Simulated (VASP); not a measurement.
# PbS (Cmc2_1) in VASP: settings compared

The runs below take PbS through relaxation of cell and atoms, with PBEsol, BLYP+D3(BJ).

Everything below comes from runs of VASP 6.6.1. Logs are shortened: lines on timing, memory, paths and dates and some standing lists are left out, and cuts for length are marked.

### Step 1. The cell of the first run

Symmetry: Cmc2_1, No. 36, orthorhombic system. The conventional cell has a = 4.114 Å, b = 7.132 Å, c = 7.560 Å, α = 90.00°, β = 90.00°, γ = 90.00°. Within 3.7 Å of Pb (site symmetry m) lie 6 S at 2.84 to 3.26 Å. Within 3.7 Å of S (site symmetry m) lie 6 Pb at 2.84 to 3.26 Å.

### Step 2. Relaxation of cell and atoms, PBEsol

Contents of INCAR:

```
ALGO     = Normal         # electronic algorithm
EDIFF    = 1E-7           # SCF threshold, eV
EDIFFG   = -0.01          # ionic threshold
ENCUT    = 500            # plane-wave cutoff, eV
GGA      = PS             # functional
GGA_COMPAT= F            
IBRION   = 2              # ionic algorithm
ISIF     = 3              # what is computed and relaxed
ISMEAR   = 0              # smearing method
LASPH    = T              # aspherical terms in the spheres
LCHARG   = F              # write CHGCAR
LREAL    = F              # projectors in reciprocal space
LWAVE    = F              # write WAVECAR
NELM     = 120            # most SCF steps
NELMIN   = 4            
NSW      = 80             # ionic steps
PREC     = Accurate       # precision mode
SIGMA    = 0.01           # smearing width, eV
```

Contents of KPOINTS:

```
k-points
0
Gamma
  5 5 3
```

Contents of POSCAR:

```
PbS
1.0
    2.0569418400     -3.5658292700      0.0000000000
    2.0569418400      3.5658292700      0.0000000000
    0.0000000000      0.0000000000      7.5599447400
Pb S
2 2
Direct
    0.0010316600      0.9989683400      0.4867318100
    0.9989683400      0.0010316600      0.9867318100
    0.6671454800      0.3328545200      0.6924681900
    0.3328545200      0.6671454800      0.1924681900
```

Potentials or basis: VASP PAW PBE potentials, release 64 (Pb_d, S).

Launch:

```console
$ cat potpaw_PBE.64/Pb_d/POTCAR potpaw_PBE.64/S/POTCAR > POTCAR
$ mpirun -np 1 vasp_std > vasp.out
```

OUTCAR:

```text
EDIFF = 1E-7
   EDIFFG = -0.01
   ENCUT = 500
   GGA = PS
   IBRION = 2
   ISIF = 3
   ISMEAR = 0
   LASPH = T
   LREAL = F
   NELM = 120
   NELMIN = 4
   NSW = 80
   PREC = Accurate

 ion  position               nearest neighbor table
   1  0.001  0.999  0.487-   3 2.84   3 2.84   3 2.84   4 3.25   4 3.26   4 3.26   2 3.78   2 3.78

   2  0.999  0.001  0.987-   4 2.84   4 2.84   4 2.84   3 3.25   3 3.26   3 3.26   1 3.78   1 3.78

   3  0.667  0.333  0.692-   1 2.84   1 2.84   1 2.84   2 3.25   2 3.26   2 3.26
   4  0.333  0.667  0.192-   2 2.84   2 2.84   2 2.84   1 3.25   1 3.26   1 3.26

  LATTYP: Found a base centered orthorhombic cell.
 ALAT       =     4.1138836800
 B/A-ratio  =     1.7335586260
 C/A-ratio  =     1.8376661394

  Lattice vectors:

 A1 = (   2.0569418400,  -3.5658292700,   0.0000000000)
 A2 = (   2.0569418400,   3.5658292700,   0.0000000000)
 A3 = (   0.0000000000,   0.0000000000,   7.5599447400)

Analysis of symmetry for initial positions (statically):
=====================================================================
 Subroutine PRICEL returns:
 Original cell was already a primitive cell.

 Routine SETGRP: Setting up the symmetry group for a
 base centered orthorhombic supercell.

 Subroutine GETGRP returns: Found  4 space group operations
 (whereof  2 operations were pure point group operations)
 out of a pool of  8 trial point group operations.

The static configuration has the point symmetry C_1h.
 The point group associated with its full space group is C_2v.

Analysis of symmetry for dynamics (positions and initial velocities):
=====================================================================
 Subroutine PRICEL returns:
 Original cell was already a primitive cell.

 Routine SETGRP: Setting up the symmetry group for a
 base centered orthorhombic supercell.

 Subroutine GETGRP returns: Found  4 space group operations
 (whereof  2 operations were pure point group operations)
 out of a pool of  8 trial point group operations.

The dynamic configuration has the point symmetry C_1h.
 The point group associated with its full space group is C_2v.

 Subroutine INISYM returns: Found  4 space group operations
 (whereof  2 operations are pure point group operations),
 and found     1 'primitive' translations

----------------------------------------------------------------------------------------

                                     Primitive cell

  volume of cell :     110.8999

  direct lattice vectors                    reciprocal lattice vectors
     2.056941840 -3.565829270  0.000000000     0.243079308 -0.140219837  0.000000000
     2.056941840  3.565829270  0.000000000     0.243079308  0.140219837  0.000000000
     0.000000000  0.000000000  7.559944740     0.000000000  0.000000000  0.132276099

  length of vectors
     4.116569945  4.116569945  7.559944740     0.280622795  0.280622795  0.132276099

  position of ions in fractional coordinates (direct lattice)
     0.001031660  0.998968340  0.486731810
     0.998968340  0.001031660  0.986731810
     0.667145480  0.332854520  0.692468190
     0.332854520  0.667145480  0.192468190

  ion indices of the primitive-cell ions
   primitive index   ion index
                 1           1
                 2           2
                 3           3
                 4           4

----------------------------------------------------------------------------------------

 KPOINTS: k-points

Automatic generation of k-mesh.
 Grid dimensions read from file:
 generate k-points for:    5    5    3

 Generating k-lattice:

  Cartesian coordinates                     Fractional coordinates (reciprocal lattice)
     0.048615862 -0.028043967  0.000000000     0.200000000 -0.000000000  0.000000000
     0.048615862  0.028043967  0.000000000    -0.000000000  0.200000000  0.000000000
     0.000000000  0.000000000  0.044092033     0.000000000  0.000000000  0.333333333

  Length of vectors
     0.056124559  0.056124559  0.044092033

  Shift w.r.t. Gamma in fractional coordinates (k-lattice)
     0.000000000  0.000000000  0.000000000

 Subroutine IBZKPT returns following result:
 ===========================================

 Found     18 irreducible k-points:

 Following reciprocal coordinates:
            Coordinates               Weight
  0.000000  0.000000  0.000000      1.000000
  0.200000  0.000000  0.000000      4.000000
  0.400000  0.000000  0.000000      4.000000
  0.200000  0.200000  0.000000      2.000000
  0.400000  0.200000  0.000000      4.000000
 -0.400000  0.200000  0.000000      4.000000
[... 10 lines left out ...]
  0.400000  0.400000  0.333333      4.000000
 -0.400000  0.400000  0.333333      4.000000
   k-points           NKPTS =     18   k-points in BZ     NKDIM =     18   number of bands    NBANDS=     24
   number of dos      NEDOS =    301   number of ions     NIONS =      4
   total plane-waves  NPLWV =  50400
   dimension x,y,z NGX =    30 NGY =   30 NGZ =   56
   dimension x,y,z NGXF=    60 NGYF=   60 NGZF=  112
   ions per type =               2   2
   NGX,Y,Z   is equivalent  to a cutoff of  12.12, 12.12, 12.31 a.u.
   NGXF,Y,Z  is equivalent  to a cutoff of  24.23, 24.23, 24.63 a.u.
 SYSTEM =  unknown system
   PREC   = accura    normal or accurate (medium, high low for compatibility)
   ISTART =      0    job   : 0-new  1-cont  2-samecut
   ICHARG =      2    charge: 1-file 2-atom 10-const
   ISPIN  =      1    spin polarized calculation?
   LNONCOLLINEAR =      F non collinear calculations
   LSORBIT =      F    spin-orbit coupling
   LASPH  =      T    aspherical Exc in radial PAW
   ENCUT  =  500.0 eV  36.75 Ry    6.06 a.u.   7.51  7.51 13.78*2*pi/ulx,y,z
   NELM   =    120;   NELMIN=  4; NELMDL= -5     # of ELM steps
   EDIFF  = 0.1E-06   stopping-criterion for ELM
   LREAL  =      F    real-space projection
   EDIFFG = -.1E-01   stopping-criterion for IOM
   NSW    =     80    number of steps for IOM
   IBRION =      2    ionic relax: 0-MD 1-quasi-New 2-CG
   NFREE  =      1    steps in history (QN), initial steepest desc. (CG)
   ISIF   =      3    stress and relaxation
   ISYM   =      2    0-nonsym 1-usesym 2-fastsym
   POTIM  = 0.5000    time-step for ionic-motion
   TEBEG  =    0.0;   TEEND  =   0.0 temperature during run
   PSTRESS=    0.0 pullay stress
   NELECT =      40.0000    total number of electrons
   NUPDOWN=      -1.0000    fix difference up-down
   EMIN   =  10.00;   EMAX   =-10.00  energy-range for DOS
   EFERMI =   0.00;   METHOD = LEGACY
   ISMEAR =     0;   SIGMA  =   0.01  broadening in eV -4-tet -1-fermi 0-gaus
   EFERMI_NEDOS =   21; number of points for ismear=-14 and -15
   IALGO  =     38    algorithm
   IMIX   =      4    mixing-type and parameters
     AMIX     =   0.40;   BMIX     =  1.00
     AMIX_MAG =   1.60;   BMIX_MAG =  1.00
  volume/ion in A,a.u.               =      27.72       187.10
  Fermi-wavevector in a.u.,A,eV,Ry     =   1.165336  2.202165 18.476815  1.358008
  Thomas-Fermi vector in A             =   2.301863
   LORBIT       =      0    0 simple, 1 ext, 2 COOP (PROOUT), +10 PAW based schemes
   GGA     = PS    functional components
   LHFCALC =     F    Hartree Fock is set to
   AEXX    =    0.0000 exact exchange contribution
   IVDW    =     0    specifies the selected vdW correction
   LEPSILON=     F    determine dielectric tensor
   LRPA    =     F    only Hartree local field effects (RPA)
 conjugate gradient relaxation of ions
 non-spin polarized calculation
 Gauss-broadening in eV      SIGMA  =   0.01
  energy-cutoff  :      500.00
  volume of cell :      110.90
 maximum number of plane-waves:      2841
 NGX is ok and might be reduce to    30
   NGX = 15   NGY = 15   NGZ = 27

--------------------------------------- Ionic step        1  -------------------------------------------

 number of electron      40.0000000 magnetization

 Free energy of the ion-electron system (eV)
  ---------------------------------------------------
  ext. energy  EPLUGINS =         0.00000000
  ---------------------------------------------------
  free energy    TOTEN  =       -18.62664768 eV

  energy without entropy =      -18.62664768  energy(sigma->0) =      -18.62664768

------------------------ aborting loop because EDIFF is reached ----------------------------------------

  FORCE on cell =-STRESS in cart. coord.  units (eV):
  Direction    XX          YY          ZZ          XY          YZ          ZX
  --------------------------------------------------------------------------------------
  -------------------------------------------------------------------------------------
  Total       -1.1961030     -1.2186550     -1.4365503      0.0000000      0.0000000      0.0000000
  in kB      -17.2801690    -17.6059789    -20.7539246      0.0000000      0.0000000      0.0000000
  external PRESSURE =     -18.5466908 kB  Pullay stress =       0.0000000 kB
[... 95 lines left out ...]
  FREE ENERGIE OF THE ION-ELECTRON SYSTEM (eV)
  ---------------------------------------------------
  free  energy   TOTEN  =       -18.6497376708 eV

  energy  without entropy=      -18.6497376708  energy(sigma->0) =      -18.64973767

[... ionic steps 4 to 7 ...]

--------------------------------------- Ionic step        8  -------------------------------------------

 number of electron      39.9999991 magnetization

------------------------ aborting loop because EDIFF is reached ----------------------------------------

  FORCE on cell =-STRESS in cart. coord.  units (eV):
  Direction    XX          YY          ZZ          XY          YZ          ZX
  --------------------------------------------------------------------------------------
  -------------------------------------------------------------------------------------
  Total       -0.0769012     -0.0676833     -0.3535296      0.0000000      0.0000000      0.0000000
  in kB       -1.1689018     -1.0287897     -5.3736650      0.0000000      0.0000000      0.0000000
  external PRESSURE =      -2.5237855 kB  Pullay stress =       0.0000000 kB
[... 61 lines left out ...]
  energy  without entropy=      -18.6650776805  energy(sigma->0) =      -18.66507768

--------------------------------------- Ionic step       10  -------------------------------------------

 number of electron      39.9999997 magnetization

 Free energy of the ion-electron system (eV)
  ---------------------------------------------------
  ext. energy  EPLUGINS =         0.00000000
  ---------------------------------------------------
  free energy    TOTEN  =       -18.66520192 eV

  energy without entropy =      -18.66520192  energy(sigma->0) =      -18.66520192

 E-fermi :   5.7060     XC(G=0):  -9.8359

 val. band max:        5.6527534509   @ k =   0.0000   0.0000   0.0000
 cond. band min:       6.0534744218   @ k =   0.4000   0.0000   0.0000
 fundamental gap:      0.4007209709
 Fermi energy:         5.7060042380

 k-point     1 :       0.0000    0.0000    0.0000
  band No.  band energies     occupation
      1     -11.2664      2.00000
      2     -11.2002      2.00000
      3     -11.1993      2.00000
      4     -11.1798      2.00000
      5     -11.1791      2.00000
      6     -11.1619      2.00000
[... 506 lines left out ...]
  FREE ENERGIE OF THE ION-ELECTRON SYSTEM (eV)
  ---------------------------------------------------
  free  energy   TOTEN  =       -18.6652019235 eV

  energy  without entropy=      -18.6652019235  energy(sigma->0) =      -18.66520192

 reached required accuracy - stopping structural energy minimisation
```

It took 4.8 min on 1 thread of Intel Xeon Platinum 8375C at 2.90GHz (Ice Lake), shared host; peak memory 0.23 GiB.

What came out:

| Item | Value |
| --- | --- |
| Free energy | -18.6652 eV |
| Relaxed volume | 26.24 Å³/atom |
| Relaxed cell | a = 4.073 Å, b = 4.073 Å, c = 7.315 Å, α = 90.00°, β = 90.00°, γ = 120.09° |
| Space group after relaxing (to 0.05 Å) | P6_3mc (No. 186) |
| Energy gained by relaxing | 9.6 meV/atom |
| Ionic steps | 10 |
| Pressure after relaxing | 0.0 GPa |
| Largest force after relaxing | 0.007 eV/Å |
| Band gap on the k mesh | 0.40 eV, indirect (least direct gap 0.72 eV) |

Forces on the atoms (eV/Å):
```
Pb   0.000  0.003 -0.006
Pb   0.000 -0.003 -0.006
S    0.000 -0.002  0.006
S    0.000  0.002  0.006
```

Step by step:
| step | energy change (eV) | largest force (eV/Å) | pressure (GPa) | volume (Å³) |
| --- | --- | --- | --- | --- |
| 1 | 0.0000 | 0.0124 | -1.85 | 110.90 |
| 2 | -0.0205 | 0.1690 | 0.67 | 105.83 |
| 3 | -0.0231 | 0.1229 | -0.01 | 107.06 |
| 4 | -0.0257 | 0.1078 | 0.00 | 106.81 |
| 5 | -0.0314 | 0.0680 | 0.05 | 106.07 |
| 6 | -0.0352 | 0.0214 | 0.27 | 104.59 |
| 7 | -0.0374 | 0.0125 | -0.28 | 105.44 |
| 8 | -0.0374 | 0.0119 | -0.25 | 105.41 |
| 9 | -0.0384 | 0.0116 | 0.08 | 104.84 |
| 10 | -0.0386 | 0.0067 | 0.00 | 104.98 |

Final structure:
```
Pb S
1.0
     2.03344   -3.52867    0.00000
     2.03344    3.52867    0.00000
     0.00000    0.00000    7.31531
Pb S
2 2
Direct
  0.00045 0.99955 0.47738
  0.99955 0.00045 0.97738
  0.66700 0.33300 0.70182
  0.33300 0.66700 0.20182
```

Caveat: the PAW data sets were made with another functional, which shifts forces and pressure a little; spin-orbit coupling is left out, which moves the levels of the heavy elements. A k mesh can miss the band edges.

[end of part 1 of 2]
